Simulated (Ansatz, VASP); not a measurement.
One calculation of Be, two programs

```
CELL_PARAMETERS angstrom
-1.23432 1.23432 1.29071
1.23432 -1.23432 1.29071
1.23432 1.23432 -1.29071
ATOMIC_POSITIONS crystal
Be 0.00000 0.00000 0.00000
```

Change from the starting cell: strain -0.015 along x and y, +0.030 along z, atoms carried along.

Alike in both runs: task single point; functional PBEsol; k mesh 26 × 26 × 26; occupations gaussian, width 0.15 eV; no spin polarisation.

```csv
,VASP,Ansatz
version,VASP 6.6.1,Ansatz 0.2.0
potentials or method,"VASP PAW PBE potentials, release 64 (Be), cutoff 520 eV","scalar-relativistic, plane waves, PAW"
valence electrons in the cell,2,2
```

VASP gave:

```
gap on the k mesh at the Fermi level (eV)                     : none
pressure (GPa)                                                : -1.4
traceless stress, the component that is largest in VASP (GPa) : -1.76
```

**Question.** Estimate Ansatz's values.

**Answer.** gap on the k mesh at the Fermi level (eV): none; pressure (GPa): -1.8; traceless stress, the component that is largest in VASP (GPa): -1.75.

VASP's potentials were made for PBE, not for PBEsol. A gap of «none» marks a metal or a gap that the smearing closes.
